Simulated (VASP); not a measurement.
Here is a VASP 6.6.1 calculation.

INCAR

```
ALGO = Fast ; EDIFF = 1E-6
ENCUT = 520 ; GGA = PS
ISIF = 2 ; ISMEAR = 0
LASPH = True ; LCHARG = True
LELF = True ; LREAL = False
LVHAR = True ; LWAVE = False
NBANDS = 12 ; NELM = 80
PREC = Accurate ; SIGMA = 0.15
```

File KPOINTS:

```
k-points
0
Gamma
  20 20 20
```

The input POSCAR:

```
Ag
1.0
    0.0000000000      2.2065480000      2.0431000000
    2.2065480000      0.0000000000      2.0431000000
    2.2065480000      2.2065480000      0.0000000000
Ag
1
Direct
    0.0000000000      0.0000000000      0.0000000000
```

Potentials or basis: VASP PAW PBE potentials, release 64 (Ag).

Run with:

```console
$ cat potpaw_PBE.64/Ag/POTCAR > POTCAR
$ mpirun -np 1 vasp_std > vasp.out
```

Question: Estimate the band gap on the k mesh.

Answer: Zero (an odd number of electrons rules out a gap without spin polarisation).

Question: Predict the pressure.

Answer: -12.6 GPa.

Stress tensor (GPa, compression positive):
```
-12.97   0.00   0.00
  0.00 -12.97   0.00
  0.00   0.00 -11.76
```

Caveat: the cell differs from its parent crystal (strain +0.080 along x and y, +0.000 along z); the cell stands under tension; the PAW data sets were made with another functional, which shifts forces and pressure a little.
